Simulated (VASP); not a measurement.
# Ti6HC in VASP: further runs

Ti6HC is run at these levels: PBEsol; tasks: relaxation of the atoms.

Everything below comes from runs of VASP 6.6.1. Logs are shortened: lines on timing, memory, paths and dates and some standing lists are left out, and cuts for length are marked.

### 1 The cell of the first run

The cell holds a slab with vacuum, 8 atoms: a = 2.868 Å, b = 4.056 Å, c = 27.270 Å, α = 90.00°, β = 90.00°, γ = 90.00°.

### 2 Relaxation of the atoms, PBEsol

Contents of INCAR:

```
PREC     = Accurate       # precision mode
ENCUT    = 520            # plane-wave cutoff, eV
EDIFF    = 1E-7           # SCF threshold, eV
ISMEAR   = 0              # smearing method
SIGMA    = 0.1            # smearing width, eV
LREAL    = False          # projectors in reciprocal space
LASPH    = True           # aspherical terms in the spheres
NELM     = 120            # most SCF steps
ALGO     = Normal         # electronic algorithm
ISIF     = 2              # what is computed and relaxed
LWAVE    = False          # write WAVECAR
LCHARG   = False          # write CHGCAR
LDIPOL   = True         
IDIPOL   = 3            
DIPOL    = 0.5 0.5 0.501
GGA      = PS             # functional
IBRION   = 2              # ionic algorithm
NSW      = 90             # ionic steps
EDIFFG   = -0.03          # ionic threshold
GGA_COMPAT= False        
NELMIN   = 4            
NELMDL   = -8           
KPAR     = 4
```

Contents of KPOINTS:

```
Automatic mesh
0
Gamma
  10 7 1
```

Contents of POSCAR:

```
Ti6HC
1.0
    2.8679135953      0.0000000000      0.0000000000
    0.0000000000      4.0558423021      0.0000000000
    0.0000000000      0.0000000000     27.2697839881
Ti C H
6 1 1
Selective dynamics
Direct
    0.5000000000      0.5000000000      0.3117003055  F F F
    0.0000000000      0.0000000000      0.3642843963  F F F
    0.5000000000      0.5000000000      0.4168684871  F F F
    0.0000000000      0.0000000000      0.4696726852  T T T
    0.5000000000      0.5000000000      0.5216065387  T T T
    0.0000000000      0.0000000000      0.5699297514  T T T
    0.0000000000      0.0000000000      0.6564724245  T T T
    0.0000000000      0.0000000000      0.6968101111  T T T
```

Potentials or basis: VASP PAW PBE potentials, release 64 (Ti_sv, C, H).

On the command line:

```sh
> cat potpaw_PBE.64/Ti_sv/POTCAR potpaw_PBE.64/C/POTCAR potpaw_PBE.64/H/POTCAR > POTCAR
> mpirun -np 4 vasp_std > vasp.out
```

OUTCAR:

```text
PREC = Accurate
   ENCUT = 520
   EDIFF = 1E-7
   ISMEAR = 0
   LREAL = False
   LASPH = True
   NELM = 120
   ISIF = 2
   GGA = PS
   IBRION = 2
   NSW = 90
   EDIFFG = -0.03
   NELMIN = 4
   NELMDL = -8

 ion  position               nearest neighbor table
   1  0.500  0.500  0.312-   3 2.87   2 2.87   2 2.87   2 2.87   2 2.87
   2  0.000  0.000  0.364-   3 2.87   3 2.87   3 2.87   3 2.87   1 2.87   1 2.87   1 2.87   1 2.87
                             4 2.87
   3  0.500  0.500  0.417-   5 2.86   1 2.87   2 2.87   2 2.87   2 2.87   2 2.87   4 2.87   4 2.87
                             4 2.87   4 2.87
   4  0.000  0.000  0.470-   6 2.73   5 2.86   5 2.86   5 2.86   5 2.86   3 2.87   3 2.87   3 2.87
                             3 2.87   2 2.87
   5  0.500  0.500  0.522-   6 2.81   6 2.81   6 2.81   6 2.81   3 2.86   4 2.86   4 2.86   4 2.86
                             4 2.86
   6  0.000  0.000  0.570-   7 2.36   4 2.73   5 2.81   5 2.81   5 2.81   5 2.81
   7  0.000  0.000  0.656-   8 1.10   6 2.36
   8  0.000  0.000  0.697-   7 1.10

  LATTYP: Found a simple orthorhombic cell.
 ALAT       =     2.8679135953
 B/A-ratio  =     1.4142135623
 C/A-ratio  =     9.5085793494

  Lattice vectors:

 A1 = (   2.8679135953,   0.0000000000,   0.0000000000)
 A2 = (   0.0000000000,   4.0558423021,   0.0000000000)
 A3 = (   0.0000000000,   0.0000000000,  27.2697839881)

Analysis of symmetry for initial positions (statically):
=====================================================================
 Subroutine PRICEL returns:
 Original cell was already a primitive cell.

 Routine SETGRP: Setting up the symmetry group for a
 simple orthorhombic supercell.

 Subroutine GETGRP returns: Found  4 space group operations
 (whereof  4 operations were pure point group operations)
 out of a pool of  8 trial point group operations.

The static configuration has the point symmetry C_2v.

Analysis of symmetry for dynamics (positions and initial velocities):
=====================================================================
 Subroutine PRICEL returns:
 Original cell was already a primitive cell.

 Routine SETGRP: Setting up the symmetry group for a
 simple orthorhombic supercell.

 Subroutine GETGRP returns: Found  4 space group operations
 (whereof  4 operations were pure point group operations)
 out of a pool of  8 trial point group operations.

The dynamic configuration has the point symmetry C_2v.

Analysis of constrained symmetry for selective dynamics:
=====================================================================
 Subroutine PRICEL returns:
 Original cell was already a primitive cell.

 Routine SETGRP: Setting up the symmetry group for a
 simple orthorhombic supercell.

 Subroutine GETGRP returns: Found  4 space group operations
 (whereof  4 operations were pure point group operations)
 out of a pool of  8 trial point group operations.

The constrained configuration has the point symmetry C_2v.

 Subroutine INISYM returns: Found  4 space group operations
 (whereof  4 operations are pure point group operations),
 and found     1 'primitive' translations

----------------------------------------------------------------------------------------

                                     Primitive cell

  volume of cell :     317.1968

  direct lattice vectors                    reciprocal lattice vectors
     2.867913595  0.000000000  0.000000000     0.348685540  0.000000000  0.000000000
     0.000000000  4.055842302  0.000000000     0.000000000  0.246557910  0.000000000
     0.000000000  0.000000000 27.269783988     0.000000000  0.000000000  0.036670624

  length of vectors
     2.867913595  4.055842302 27.269783988     0.348685540  0.246557910  0.036670624

  position of ions in fractional coordinates (direct lattice)
     0.500000000  0.500000000  0.311700305
     0.000000000  0.000000000  0.364284396
     0.500000000  0.500000000  0.416868487
     0.000000000  0.000000000  0.469672685
     0.500000000  0.500000000  0.521606539
     0.000000000  0.000000000  0.569929751
[... 37 lines left out ...]

 Found     24 irreducible k-points:

 Following reciprocal coordinates:
            Coordinates               Weight
  0.000000  0.000000  0.000000      1.000000
  0.100000  0.000000  0.000000      2.000000
  0.200000  0.000000  0.000000      2.000000
  0.300000  0.000000  0.000000      2.000000
  0.400000  0.000000  0.000000      2.000000
  0.500000  0.000000  0.000000      1.000000
[... 16 lines left out ...]
  0.400000  0.428571  0.000000      4.000000
  0.500000  0.428571  0.000000      2.000000
   k-points           NKPTS =     24   k-points in BZ     NKDIM =     24   number of bands    NBANDS=     46
   number of dos      NEDOS =    301   number of ions     NIONS =      8
   total plane-waves  NPLWV = 151200
   dimension x,y,z NGX =    24 NGY =   30 NGZ =  210
   dimension x,y,z NGXF=    48 NGYF=   60 NGZF=  420
   ions per type =               6   1   1
   NGX,Y,Z   is equivalent  to a cutoff of  13.91, 12.30, 12.80 a.u.
   NGXF,Y,Z  is equivalent  to a cutoff of  27.82, 24.59, 25.60 a.u.
 SYSTEM =  unknown system
   PREC   = accura    normal or accurate (medium, high low for compatibility)
   ISTART =      0    job   : 0-new  1-cont  2-samecut
   ICHARG =      2    charge: 1-file 2-atom 10-const
   ISPIN  =      1    spin polarized calculation?
   LNONCOLLINEAR =      F non collinear calculations
   LSORBIT =      F    spin-orbit coupling
   LASPH  =      T    aspherical Exc in radial PAW
   ENCUT  =  520.0 eV  38.22 Ry    6.18 a.u.   5.33  7.54 50.70*2*pi/ulx,y,z
   NELM   =    120;   NELMIN=  4; NELMDL= -8     # of ELM steps
   EDIFF  = 0.1E-06   stopping-criterion for ELM
   LREAL  =      F    real-space projection
   EDIFFG = -.3E-01   stopping-criterion for IOM
   NSW    =     90    number of steps for IOM
   IBRION =      2    ionic relax: 0-MD 1-quasi-New 2-CG
   NFREE  =      1    steps in history (QN), initial steepest desc. (CG)
   ISIF   =      2    stress and relaxation
   ISYM   =      2    0-nonsym 1-usesym 2-fastsym
   POTIM  = 0.5000    time-step for ionic-motion
   TEBEG  =    0.0;   TEEND  =   0.0 temperature during run
   PSTRESS=    0.0 pullay stress
   NELECT =      77.0000    total number of electrons
   NUPDOWN=      -1.0000    fix difference up-down
   EMIN   =  10.00;   EMAX   =-10.00  energy-range for DOS
   EFERMI =   0.00;   METHOD = LEGACY
   ISMEAR =     0;   SIGMA  =   0.10  broadening in eV -4-tet -1-fermi 0-gaus
   EFERMI_NEDOS =   21; number of points for ismear=-14 and -15
   IALGO  =     38    algorithm
   IMIX   =      4    mixing-type and parameters
     AMIX     =   0.40;   BMIX     =  1.00
     AMIX_MAG =   1.60;   BMIX_MAG =  1.00
  volume/ion in A,a.u.               =      39.65       267.57
  Fermi-wavevector in a.u.,A,eV,Ry     =   1.021242  1.929868 14.190004  1.042936
  Thomas-Fermi vector in A             =   2.154856
   LORBIT       =      0    0 simple, 1 ext, 2 COOP (PROOUT), +10 PAW based schemes
   GGA     = PS    functional components
   LHFCALC =     F    Hartree Fock is set to
   AEXX    =    0.0000 exact exchange contribution
   IVDW    =     0    specifies the selected vdW correction
   LEPSILON=     F    determine dielectric tensor
   LRPA    =     F    only Hartree local field effects (RPA)
 conjugate gradient relaxation of ions
 non-spin polarized calculation
 Gauss-broadening in eV      SIGMA  =   0.10
  energy-cutoff  :      520.00
  volume of cell :      317.20
 maximum number of plane-waves:      8589
 NGX is ok and might be reduce to    24
   NGX = 11   NGY = 15   NGZ =101

--------------------------------------- Ionic step        1  -------------------------------------------

 number of electron      77.0000027 magnetization

 Free energy of the ion-electron system (eV)
  ---------------------------------------------------
  ext. energy  EPLUGINS =         0.00000000
  ---------------------------------------------------
  free energy    TOTEN  =       -56.10114121 eV

  energy without entropy =      -56.05913035  energy(sigma->0) =      -56.08013578

------------------------ aborting loop because EDIFF is reached ----------------------------------------

  FORCE on cell =-STRESS in cart. coord.  units (eV):
  Direction    XX          YY          ZZ          XY          YZ          ZX
  --------------------------------------------------------------------------------------
  -------------------------------------------------------------------------------------
  Total       -3.8511852     -4.6606922     -6.9992129      0.0000000      0.0000000      0.0000000
  in kB      -19.4525332    -23.5413943    -35.3533822      0.0000000      0.0000000      0.0000000
  external PRESSURE =     -26.1157699 kB  Pullay stress =       0.0000000 kB
[... 107 lines left out ...]
  FREE ENERGIE OF THE ION-ELECTRON SYSTEM (eV)
  ---------------------------------------------------
  free  energy   TOTEN  =       -56.6174945653 eV

  energy  without entropy=      -56.5719822236  energy(sigma->0) =      -56.59473839

 dipolmoment           0.000000      0.000000     -0.002751 electrons x Angstroem

[... ionic steps 4 to 30 ...]

--------------------------------------- Ionic step       31  -------------------------------------------

 number of electron      77.0000029 magnetization

------------------------ aborting loop because EDIFF is reached ----------------------------------------
[... 79 lines left out ...]
--------------------------------------- Ionic step       33  -------------------------------------------

 number of electron      77.0000029 magnetization

 dipolmoment           0.000000      0.000000      0.070615 electrons x Angstroem

 Free energy of the ion-electron system (eV)
  ---------------------------------------------------
  ext. energy  EPLUGINS =         0.00000000
  ---------------------------------------------------
  free energy    TOTEN  =       -57.10449705 eV

  energy without entropy =      -57.05828499  energy(sigma->0) =      -57.08139102

 E-fermi :   0.2181     XC(G=0):  -5.0211

 val. band max:        0.2141584415   @ k =   0.0000   0.0000   0.0000
 cond. band min:       0.2234451451   @ k =   0.5000   0.4286   0.0000
 fundamental gap:      0.0092867036
 Fermi energy:         0.2180936245

 k-point     1 :       0.0000    0.0000    0.0000
  band No.  band energies     occupation
      1     -56.5148      2.00000
      2     -56.1955      2.00000
      3     -56.1122      2.00000
      4     -56.0502      2.00000
      5     -56.0262      2.00000
      6     -55.9617      2.00000
[... 1165 lines left out ...]
     45       1.1281      0.00000
     46       1.3465      0.00000

------------------------ aborting loop because EDIFF is reached ----------------------------------------

 vacuum level on the upper side and lower side of the slab       (xc-potential included)         0.516        -0.563

  FORCE on cell =-STRESS in cart. coord.  units (eV):
  Direction    XX          YY          ZZ          XY          YZ          ZX
  --------------------------------------------------------------------------------------
  -------------------------------------------------------------------------------------
  Total       -3.1189445     -4.6493945     -1.4797499      0.0000000      0.0000000      0.0000000
  in kB      -15.7539479    -23.4843292     -7.4742926      0.0000000      0.0000000      0.0000000
  external PRESSURE =     -15.5708565 kB  Pullay stress =       0.0000000 kB
[... 23 lines left out ...]
  FREE ENERGIE OF THE ION-ELECTRON SYSTEM (eV)
  ---------------------------------------------------
  free  energy   TOTEN  =       -57.1044970496 eV

  energy  without entropy=      -57.0582849890  energy(sigma->0) =      -57.08139102

 reached required accuracy - stopping structural energy minimisation

 vacuum level on the upper side and lower side of the slab         4.646         3.535
```

Wall time 1.8 h (4 MPI ranks of Intel Xeon Platinum 8259CL at 2.50GHz (Skylake/Cascade Lake), shared host); peak memory 0.61 GiB.

What came out:

```yaml
Free_energy: -57.1045 eV
Energy_gained_by_relaxing: 125.4 meV/atom
Ionic_steps: 33
Band_gap_on_the_k_mesh: zero (an odd number of electrons rules out a gap without spin polarisation)
```

Step by step:
| step | energy change (eV) | largest force on free atoms (eV/Å) | pressure (GPa) |
| --- | --- | --- | --- |
| 1 | 0.0000 | 3.3272 | -2.61 |
| 2 | -0.5162 | 3.2924 | -3.18 |
| 3 | -0.5164 | 3.2588 | -3.18 |
| 4 | -0.8586 | 2.5773 | -2.30 |
| 5 | -0.8586 | 2.5927 | -2.29 |
| 6 | -0.6646 | 6.1567 | -1.67 |
| 7 | -0.9600 | 0.2468 | -2.17 |
| 8 | -0.9600 | 0.2593 | -2.17 |
| 9 | -0.9644 | 0.1763 | -2.19 |
| 10 | -0.9728 | 0.2706 | -2.25 |
| 11 | -0.9665 | 0.5993 | -2.32 |
| 12 | -0.9743 | 0.3350 | -2.27 |
| 13 | -0.9779 | 0.2819 | -2.23 |
| 14 | -0.9847 | 0.1203 | -2.10 |
| 15 | -0.9782 | 0.3658 | -1.81 |
| 16 | -0.9857 | 0.1529 | -2.03 |
| 17 | -0.9869 | 0.1386 | -2.01 |
| 18 | -0.9901 | 0.1158 | -1.96 |
| 19 | -0.9939 | 0.2333 | -1.85 |
| 20 | -0.9899 | 0.4708 | -1.62 |
| 21 | -0.9944 | 0.2898 | -1.80 |
| 22 | -0.9952 | 0.1666 | -1.79 |
| 23 | -0.9957 | 0.1648 | -1.77 |
| 24 | -0.9961 | 0.1598 | -1.76 |
| 25 | -0.9973 | 0.1453 | -1.74 |
| 26 | -0.9993 | 0.1157 | -1.70 |
| 27 | -1.0022 | 0.0581 | -1.62 |
| 28 | -1.0024 | 0.0758 | -1.46 |
| 29 | -1.0032 | 0.0645 | -1.54 |
| 30 | -1.0033 | 0.0934 | -1.56 |
| 31 | -1.0033 | 0.0473 | -1.55 |
| 32 | -1.0032 | 0.1132 | -1.57 |
| 33 | -1.0034 | 0.0206 | -1.56 |

Final structure:
```xyz
8
Lattice="2.8679 0.0000 0.0000 0.0000 4.0558 0.0000 0.0000 0.0000 27.2698" Properties=species:S:1:pos:R:3 pbc="T T T"
Ti    1.4340    2.0279    8.5000
Ti    0.0000    0.0000    9.9340
Ti    1.4340    2.0279   11.3679
Ti    0.0000    0.0000   12.7972
Ti    1.4340    2.0279   14.1560
Ti    0.0000    0.0000   15.6834
C     0.0000    0.0000   17.5734
H     0.0000    0.0000   18.6785
```

Levels at points of the mesh, in eV from the Fermi level:
| k point | band 37 | band 38 | band 39 | band 40 | band 41 | band 42 |
| --- | --- | --- | --- | --- | --- | --- |
| (0.00, 0.00, 0.00) | -0.15 | 0.00 | 0.22 | 0.45 | 0.51 | 0.70 |
| (0.50, 0.00, 0.00) | -0.84 | -0.32 | -0.10 | -0.01 | 0.14 | 0.62 |

Caveat: the PAW data sets were made with another functional, which shifts forces and pressure a little.

(Part 1 of 2 ends here.)
